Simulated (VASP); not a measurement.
# SrO (zincblende type) (F-43m) in VASP: a series of runs

SrO (zincblende type) is run at these levels: PBE; tasks: relaxation of cell and atoms, single point.

Program: VASP 6.6.1. These are calculated values, not measurements. Logs are shortened: lines on timing, memory, paths and dates and some standing lists are left out, and cuts for length are marked.

## 1. The cell of the first run

It takes space group F-43m (No. 216, cubic). The conventional cell has a = 5.400 Å, b = 5.400 Å, c = 5.400 Å, α = 90.00°, β = 90.00°, γ = 90.00°. Within 3.1 Å of Sr (site symmetry -43m) lie 4 O at 2.34 Å. Within 3.1 Å of O (site symmetry -43m) lie 4 Sr at 2.34 Å.

## 2. Relaxation of cell and atoms, PBE

INCAR reads:

```
SYSTEM = SrO
  PREC = Accurate
  ENCUT = 600
  EDIFF = 1E-6
  ISMEAR = -1
  SIGMA = 0.03
  LREAL = .FALSE.
  LASPH = .TRUE.
  NELM = 100
  ALGO = Normal
  ISIF = 3
  LWAVE = .FALSE.
  LCHARG = .FALSE.
  GGA = PE
  IBRION = 2
  NSW = 100
  EDIFFG = -0.005
```

KPOINTS reads:

```
regular mesh
0
G
  11 11 11
  0 0 0
```

POSCAR reads:

```
SrO
1.0
    0.0000000000      2.6999446373      2.6999446373
    2.6999446373      0.0000000000      2.6999446373
    2.6999446373      2.6999446373      0.0000000000
Sr O
1 1
Direct
    0.0000000000      0.0000000000      0.0000000000
    0.2500000000      0.2500000000      0.2500000000
```

Potentials or basis: VASP PAW PBE potentials, release 64 (Sr_sv, O).

Command:

```sh
$ cat potpaw_PBE.64/Sr_sv/POTCAR potpaw_PBE.64/O/POTCAR > POTCAR
$ mpirun -np 1 vasp_std > vasp.out
```

OUTCAR:

```text
SYSTEM = SrO
   PREC = Accurate
   ENCUT = 600
   EDIFF = 1E-6
   ISMEAR = -1
   LREAL = .FALSE.
   LASPH = .TRUE.
   NELM = 100
   ISIF = 3
   GGA = PE
   IBRION = 2
   NSW = 100
   EDIFFG = -0.005

 ion  position               nearest neighbor table
   1  0.000  0.000  0.000-   2 2.34   2 2.34   2 2.34   2 2.34
   2  0.250  0.250  0.250-   1 2.34   1 2.34   1 2.34   1 2.34

  LATTYP: Found a face centered cubic cell.
 ALAT       =     5.3998892746

  Lattice vectors:

 A1 = (   0.0000000000,   2.6999446373,   2.6999446373)
 A2 = (   2.6999446373,   0.0000000000,   2.6999446373)
 A3 = (   2.6999446373,   2.6999446373,   0.0000000000)

Analysis of symmetry for initial positions (statically):
=====================================================================
 Subroutine PRICEL returns:
 Original cell was already a primitive cell.

 Routine SETGRP: Setting up the symmetry group for a
 face centered cubic supercell.

 Subroutine GETGRP returns: Found 24 space group operations
 (whereof 24 operations were pure point group operations)
 out of a pool of 48 trial point group operations.

The static configuration has the point symmetry T_d .

Analysis of symmetry for dynamics (positions and initial velocities):
=====================================================================
 Subroutine PRICEL returns:
 Original cell was already a primitive cell.

 Routine SETGRP: Setting up the symmetry group for a
 face centered cubic supercell.

 Subroutine GETGRP returns: Found 24 space group operations
 (whereof 24 operations were pure point group operations)
 out of a pool of 48 trial point group operations.

The dynamic configuration has the point symmetry T_d .

 Subroutine INISYM returns: Found 24 space group operations
 (whereof 24 operations are pure point group operations),
 and found     1 'primitive' translations

----------------------------------------------------------------------------------------

                                     Primitive cell

  volume of cell :      39.3636

  direct lattice vectors                    reciprocal lattice vectors
     0.000000000  2.699944637  2.699944637    -0.185188982  0.185188982  0.185188982
     2.699944637  0.000000000  2.699944637     0.185188982 -0.185188982  0.185188982
     2.699944637  2.699944637  0.000000000     0.185188982  0.185188982 -0.185188982

  length of vectors
     3.818298324  3.818298324  3.818298324     0.320756727  0.320756727  0.320756727

  position of ions in fractional coordinates (direct lattice)
     0.000000000  0.000000000  0.000000000
     0.250000000  0.250000000  0.250000000

  ion indices of the primitive-cell ions
   primitive index   ion index
                 1           1
                 2           2

----------------------------------------------------------------------------------------

 KPOINTS: regular mesh

Automatic generation of k-mesh.
 Grid dimensions read from file:
 generate k-points for:   11   11   11

 Generating k-lattice:

  Cartesian coordinates                     Fractional coordinates (reciprocal lattice)
    -0.016835362  0.016835362  0.016835362     0.090909091  0.000000000  0.000000000
     0.016835362 -0.016835362  0.016835362     0.000000000  0.090909091  0.000000000
     0.016835362  0.016835362 -0.016835362     0.000000000  0.000000000  0.090909091

  Length of vectors
     0.029159702  0.029159702  0.029159702

  Shift w.r.t. Gamma in fractional coordinates (k-lattice)
     0.000000000  0.000000000  0.000000000

 Subroutine IBZKPT returns following result:
 ===========================================

 Found     56 irreducible k-points:

 Following reciprocal coordinates:
            Coordinates               Weight
  0.000000  0.000000  0.000000      1.000000
  0.090909  0.000000  0.000000      8.000000
  0.181818  0.000000  0.000000      8.000000
  0.272727  0.000000  0.000000      8.000000
  0.363636  0.000000  0.000000      8.000000
  0.454545  0.000000  0.000000      8.000000
[... 16 lines left out ...]
 -0.272727  0.181818  0.000000     24.000000
 -0.181818  0.181818  0.000000     12.000000
 [... further k-points ...]
   k-points           NKPTS =     56   k-points in BZ     NKDIM =     56   number of bands    NBANDS=     12
   number of dos      NEDOS =    301   number of ions     NIONS =      2
   total plane-waves  NPLWV =  32768
   dimension x,y,z NGX =    32 NGY =   32 NGZ =   32
   dimension x,y,z NGXF=    64 NGYF=   64 NGZF=   64
   ions per type =               1   1
   NGX,Y,Z   is equivalent  to a cutoff of  13.93, 13.93, 13.93 a.u.
   NGXF,Y,Z  is equivalent  to a cutoff of  27.87, 27.87, 27.87 a.u.
 SYSTEM =  SrO
   PREC   = accura    normal or accurate (medium, high low for compatibility)
   ISTART =      0    job   : 0-new  1-cont  2-samecut
   ICHARG =      2    charge: 1-file 2-atom 10-const
   ISPIN  =      1    spin polarized calculation?
   LNONCOLLINEAR =      F non collinear calculations
   LSORBIT =      F    spin-orbit coupling
   LASPH  =      T    aspherical Exc in radial PAW
   ENCUT  =  600.0 eV  44.10 Ry    6.64 a.u.   7.63  7.63  7.63*2*pi/ulx,y,z
   NELM   =    100;   NELMIN=  2; NELMDL= -5     # of ELM steps
   EDIFF  = 0.1E-05   stopping-criterion for ELM
   LREAL  =      F    real-space projection
   EDIFFG = -.5E-02   stopping-criterion for IOM
   NSW    =    100    number of steps for IOM
   IBRION =      2    ionic relax: 0-MD 1-quasi-New 2-CG
   NFREE  =      1    steps in history (QN), initial steepest desc. (CG)
   ISIF   =      3    stress and relaxation
   ISYM   =      2    0-nonsym 1-usesym 2-fastsym
   POTIM  = 0.5000    time-step for ionic-motion
   TEBEG  =    0.0;   TEEND  =   0.0 temperature during run
   PSTRESS=    0.0 pullay stress
   NELECT =      16.0000    total number of electrons
   NUPDOWN=      -1.0000    fix difference up-down
   EMIN   =  10.00;   EMAX   =-10.00  energy-range for DOS
   EFERMI =   0.00;   METHOD = LEGACY
   ISMEAR =    -1;   SIGMA  =   0.03  broadening in eV -4-tet -1-fermi 0-gaus
   EFERMI_NEDOS =   21; number of points for ismear=-14 and -15
   IALGO  =     38    algorithm
   IMIX   =      4    mixing-type and parameters
     AMIX     =   0.40;   BMIX     =  1.00
     AMIX_MAG =   1.60;   BMIX_MAG =  1.00
  volume/ion in A,a.u.               =      19.68       132.82
  Fermi-wavevector in a.u.,A,eV,Ry     =   1.212690  2.291653 20.008975  1.470618
  Thomas-Fermi vector in A             =   2.348166
   LORBIT       =      0    0 simple, 1 ext, 2 COOP (PROOUT), +10 PAW based schemes
   GGA     = PE    functional components
   LHFCALC =     F    Hartree Fock is set to
   AEXX    =    0.0000 exact exchange contribution
   IVDW    =     0    specifies the selected vdW correction
   LEPSILON=     F    determine dielectric tensor
   LRPA    =     F    only Hartree local field effects (RPA)
 conjugate gradient relaxation of ions
 non-spin polarized calculation
  energy-cutoff  :      600.00
  volume of cell :       39.36
 maximum number of plane-waves:      1363
   NGX = 15   NGY = 15   NGZ = 15

--------------------------------------- Ionic step        1  -------------------------------------------

 number of electron      15.9999999 magnetization

 Free energy of the ion-electron system (eV)
  ---------------------------------------------------
  ext. energy  EPLUGINS =         0.00000000
  ---------------------------------------------------
  free energy    TOTEN  =       -11.62518238 eV

  energy without entropy =      -11.62518238  energy(sigma->0) =      -11.62518238

 E-fermi :   1.4243     XC(G=0):  -9.0558

 val. band max:        0.6987743089   @ k =   0.4545   0.4545   0.0000
 cond. band min:       3.5145363505   @ k =   0.0000   0.0000   0.0000
 fundamental gap:      2.8157620417
 Fermi energy:         1.4242701327

 k-point     1 :       0.0000    0.0000    0.0000
  band No.  band energies     occupation
      1     -31.1694      2.00000
      2     -14.2169      2.00000
      3     -13.0124      2.00000
      4     -13.0124      2.00000
      5     -13.0124      2.00000
      6      -0.3592      2.00000
      7      -0.3592      2.00000
      8      -0.3592      2.00000
      9       3.5145      0.00000
     10       9.1462      0.00000
     11       9.1462      0.00000
     12      10.6895      0.00000

 k-point     2 :       0.0909    0.0000    0.0000
  band No.  band energies     occupation
      1     -31.1616      2.00000
      2     -14.4211      2.00000
      3     -13.0225      2.00000
      4     -13.0225      2.00000
      5     -12.8364      2.00000
      6      -0.4107      2.00000
      7      -0.3228      2.00000
      8      -0.3228      2.00000
      9       3.8172      0.00000
     10       8.9251      0.00000
     11       8.9251      0.00000
     12      10.4773      0.00000
[... 460 lines left out ...]
 POSITION                                       TOTAL-FORCE (eV/Angst)
 -----------------------------------------------------------------------------------
      0.00000      0.00000      0.00000        -0.000000     -0.000000     -0.000000
      1.40733      1.40733      1.40733         0.000000      0.000000      0.000000
 -----------------------------------------------------------------------------------
    total drift:                               -0.000000     -0.000000     -0.000000

  FREE ENERGIE OF THE ION-ELECTRON SYSTEM (eV)
  ---------------------------------------------------
  free  energy   TOTEN  =       -11.7640106946 eV

  energy  without entropy=      -11.7640106946  energy(sigma->0) =      -11.76401069

--------------------------------------- Ionic step        5  -------------------------------------------

 number of electron      16.0000005 magnetization

 Free energy of the ion-electron system (eV)
  ---------------------------------------------------
  ext. energy  EPLUGINS =         0.00000000
  ---------------------------------------------------
  free energy    TOTEN  =       -11.76403377 eV

  energy without entropy =      -11.76403377  energy(sigma->0) =      -11.76403377

 E-fermi :   0.8836     XC(G=0):  -8.5323

 val. band max:        0.1788484010   @ k =  -0.3636   0.4545   0.1818
 cond. band min:       2.6671843336   @ k =   0.0000   0.0000   0.0000
 fundamental gap:      2.4883359325
 Fermi energy:         0.8835905071

 k-point     1 :       0.0000    0.0000    0.0000
  band No.  band energies     occupation
      1     -32.0918      2.00000
      2     -14.5440      2.00000
      3     -13.9878      2.00000
      4     -13.9878      2.00000
      5     -13.9878      2.00000
      6      -0.6016      2.00000
      7      -0.6016      2.00000
      8      -0.6016      2.00000
      9       2.6672      0.00000
     10       8.1598      0.00000
     11       8.1598      0.00000
     12       9.4491      0.00000

 k-point     2 :       0.0909    0.0000    0.0000
  band No.  band energies     occupation
      1     -32.0875      2.00000
      2     -14.7733      2.00000
      3     -13.9943      2.00000
      4     -13.9943      2.00000
      5     -13.7746      2.00000
      6      -0.6655      2.00000
      7      -0.5741      2.00000
      8      -0.5741      2.00000
      9       2.9479      0.00000
     10       7.9713      0.00000
     11       7.9713      0.00000
     12       9.2625      0.00000
[... 352 lines left out ...]
 POSITION                                       TOTAL-FORCE (eV/Angst)
 -----------------------------------------------------------------------------------
      2.81294      2.81294      0.00000        -0.000000     -0.000000      0.000000
      1.40647      1.40647      1.40647         0.000000      0.000000     -0.000000
 -----------------------------------------------------------------------------------
    total drift:                               -0.000000     -0.000000     -0.000000

  FREE ENERGIE OF THE ION-ELECTRON SYSTEM (eV)
  ---------------------------------------------------
  free  energy   TOTEN  =       -11.7640337653 eV

  energy  without entropy=      -11.7640337653  energy(sigma->0) =      -11.76403377

 reached required accuracy - stopping structural energy minimisation
```

It took 58 s on 1 thread of Intel Xeon 6975P-C (Granite Rapids), shared host; peak memory 0.21 GiB.

Results:

| Quantity | Value |
| --- | --- |
| Free energy | -11.7640 eV |
| Relaxed volume | 22.26 Å³/atom |
| Relaxed cell | a = 3.978 Å, b = 3.978 Å, c = 3.978 Å, α = 60.00°, β = 60.00°, γ = 60.00° |
| Space group after relaxing (to 0.05 Å) | F-43m (No. 216) |
| Energy gained by relaxing | 69.4 meV/atom |
| Ionic steps | 5 |
| Pressure after relaxing | 0.0 GPa |
| Band gap on the k mesh | 2.49 eV, indirect (least direct gap 3.27 eV) |

Step by step:
```tsv
step	energy change (eV)	largest force (eV/Å)	pressure (GPa)	volume (Å³)
1	0.0000	0.0000	9.59	39.36
2	-0.1241	0.0000	-2.37	46.46
3	-0.1388	0.0000	0.04	44.49
4	-0.1388	0.0000	-0.10	44.60
5	-0.1389	0.0000	0.01	44.52
```

Final structure:
```
CELL_PARAMETERS angstrom
0.00000 2.81294 2.81294
2.81294 0.00000 2.81294
2.81294 2.81294 0.00000
ATOMIC_POSITIONS crystal
Sr 0.00000 0.00000 0.00000
O 0.25000 0.25000 0.25000
```

A k mesh can miss the band edges. Expect the measured gap to be larger: semilocal functionals such as PBE lack the derivative discontinuity.

## 3. Single point, PBE, non-collinear spin, zero start, spin-orbit coupling

This run uses another cell than the first one, of 22.11 Å³/atom, 1.123 times its volume.

INCAR reads:

```
PREC = Accurate ; ENCUT = 520
EDIFF = 1E-6 ; ISMEAR = -1
SIGMA = 0.03 ; LREAL = False
LASPH = True ; NELM = 150
ALGO = Normal ; ISIF = 2
LWAVE = False ; LCHARG = True
MAGMOM = 0 0 0 0 0 0 ; LORBIT = 11
LSORBIT = True ; GGA_COMPAT = False
LORBMOM = True ; GGA = PE
LVHAR = True ; NBANDS = 28
```

KPOINTS reads:

```
Automatic mesh
0
Gamma
  11 11 11
```

POSCAR reads:

```
SrO
1.0
    0.0000000000      2.8065896588      2.8065896588
    2.8065896588      0.0000000000      2.8065896588
    2.8065896588      2.8065896588      0.0000000000
Sr O
1 1
Direct
    0.0000000000      0.0000000000      0.0000000000
    0.2500000000      0.2500000000      0.2500000000
```

Potentials or basis: VASP PAW PBE potentials, release 64 (Sr_sv, O).

Command:

```sh
$ cat potpaw_PBE.64/Sr_sv/POTCAR potpaw_PBE.64/O/POTCAR > POTCAR
$ mpirun -np 1 vasp_ncl > vasp.out
```

Run time: 2.8 min. Hardware: 1 thread of Intel Xeon 6975P-C (Granite Rapids), shared host; peak memory 0.38 GiB.

Results (log left out):

| Property | Result |
| --- | --- |
| Free energy | -11.8531 eV |
| Pressure | 0.4 GPa |
| Net moment | 0.00 μB per cell |
| Valence electrons inside the program's atomic spheres | Sr 8.12; O 4.97 |

Moments on the atoms (μB; x, y, z):
```
Sr  0.00 0.00 0.00
O   0.00 0.00 0.00
```
